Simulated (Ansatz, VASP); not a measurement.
One calculation of Ca2Pd, two programs

The input INCAR:

```
  PREC = Accurate
  ENCUT = 600
  EDIFF = 1E-6
  ISMEAR = 0
  SIGMA = 0.1
  LREAL = False
  LASPH = True
  NELM = 80
  ALGO = Fast
  ISIF = 3
  LWAVE = False
  LCHARG = False
  GGA = PE
  IBRION = 2
  NSW = 90
  EDIFFG = -0.04
```

Contents of KPOINTS:

```
regular mesh
0
Gamma
  6 6 6
```

The input POSCAR:

```
Ca2Pd
1.0
    5.1835823639      0.0000000000      0.0000000000
   -2.5917911820      4.4891140098      0.0000000000
    0.0000000000      0.0000000000      3.2001567846
Ca Pd
2 1
Direct
    0.3333333333      0.6666666667      0.5000000000
    0.6666666667      0.3333333333      0.5000000000
    0.0000000000      0.0000000000      0.0000000000
```

Input for Ansatz:

```yaml
crystal:
  lattice:
    - [5.1835823639, 0.0, 0.0]
    - [-2.591791182, 4.4891140098, 0.0]
    - [0.0, 0.0, 3.2001567846]
  atoms:
    - { symbol: Ca, position: [0.3333333333, 0.6666666667, 0.5] }
    - { symbol: Ca, position: [0.6666666667, 0.3333333333, 0.5] }
    - { symbol: Pd, position: [0.0, 0.0, 0.0] }
basis:
  ecutwfc: 420
kpoints:
  mp_grid: { grid: [6, 6, 6] }
hamiltonian:
  xc: pbe
scf:
  occupations: { method: gaussian, width: 0.1 }
  lower_state_search: "off"
output:
  forces: true
  stress: true
  eigenvalues: true
relax:
  adjacent_minimum: "off"
  f_tol: 0.04
  max_steps: 70
  cell: { stress_tol: 0.4 }
```

Alike in both runs: task relaxation of cell and atoms; functional PBE; k mesh 6 × 6 × 6; occupations gaussian, width 0.1 eV; no spin polarisation.

|  | VASP | Ansatz |
| --- | --- | --- |
| version | VASP 6.6.1 | Ansatz 0.2.0 |
| potentials or method | VASP PAW PBE potentials, release 64 (Ca_sv, Pd), cutoff 600 eV | scalar-relativistic, plane waves, PAW |
| valence electrons in the cell | 30 | 38 |

```tsv
	VASP	Ansatz	Ansatz less VASP
gap on the k mesh at the Fermi level, each at its own relaxed structure (eV)	none	none	-
relaxed volume (Å³/atom)	24.94	24.82	-0.119
relaxed cell length with the largest relative difference (Å)	3.212	3.200	-0.0120
```

A gap of «none» marks a metal or a gap that the smearing closes. VASP's potentials hold 30 valence electrons a cell and Ansatz's 38, so a difference there can come from the potentials and not from the codes.
